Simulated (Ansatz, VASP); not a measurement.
# Two plane-wave programs on Hf

```
Hf
1.0
     3.34945    0.00000    0.00000
    -1.67472    2.90070    0.00000
     0.00000    0.00000    5.30223
Hf
2
Direct
  0.33333 0.66667 0.25000
  0.66667 0.33333 0.75000
```

Alike in both runs: task single point; functional revPBE; k mesh 18 × 18 × 10; occupations fermi-dirac, width 0.1 eV; no spin polarisation.

```csv
,VASP,Ansatz
version,VASP 6.6.1,Ansatz 0.2.0
potentials or method,"VASP PAW PBE potentials, release 64 (Hf_pv), cutoff 520 eV","plane waves (420 eV) with PAW, scalar-relativistic"
valence electrons in the cell,20,52
```

|  | VASP | Ansatz | Ansatz less VASP |
| --- | --- | --- | --- |
| pressure (GPa) | -10.0 | -9.6 | +0.43 |
| traceless stress, the component that is largest in VASP (GPa) | -0.23 | -0.18 | +0.044 |

VASP's potentials were made for PBE, not for revPBE. VASP's potentials hold 20 valence electrons a cell and Ansatz's 52, so a difference there can come from the potentials and not from the codes.

Neither program's run includes spin-orbit coupling.
